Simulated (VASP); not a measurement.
**AlN: single point with r2SCAN**

The system is AlN.

```xyz
4
Lattice="2.8329 0.0000 0.0000 -1.4164 2.4533 0.0000 0.0000 0.0000 4.8410" Properties=species:S:1:pos:R:3 pbc="T T T"
Al    0.0000    0.0000    0.0000
Al    0.0000    0.0000    2.4205
N     0.0000    1.6355    1.2103
N     1.4164    0.8178    3.6308
```

```json
{
  "Program": "VASP 6.6.1",
  "Task": "single point",
  "Functional": "r2SCAN",
  "Potentials or basis": "VASP PAW PBE potentials, release 64 (Al, N)",
  "Cutoff": "520 eV",
  "k mesh": "12 × 12 × 6",
  "Occupations": "fermi-dirac, width 0.02 eV",
  "Spin": "no spin polarisation"
}
```

```
Pressure               : -0.8 GPa
Band gap on the k mesh : 5.69 eV, indirect (least direct gap 5.96 eV)
```

Stress tensor (GPa, compression positive):
```
-0.70  0.00  0.00
 0.00 -0.70  0.00
 0.00  0.00 -0.86
```

Levels at points of the mesh, in eV from the valence-band top:
```tsv
k point	band 5	band 6	band 7	band 8	band 9	band 10	band 11	band 12
(0.00, 0.00, 0.00)	-0.92	-0.58	0.00	0.00	5.96	7.08	9.60	13.39
(0.50, 0.00, 0.00)	-5.17	-3.12	-2.65	-1.18	6.04	7.21	7.39	11.72
(0.00, 0.00, 0.50)	-0.48	-0.48	-0.48	-0.48	7.38	7.38	11.38	11.38
(0.50, 0.00, 0.50)	-2.79	-2.79	-1.99	-1.99	6.43	6.43	7.83	7.83
```

Wall time 84 s on 1 thread of Intel(R) Xeon(R) Platinum 8488C (Sapphire Rapids), with other jobs on the host, peak memory 0.17 GiB.

Caveat: the PAW data sets were made with another functional, which shifts forces and pressure a little. A k mesh can miss the band edges.
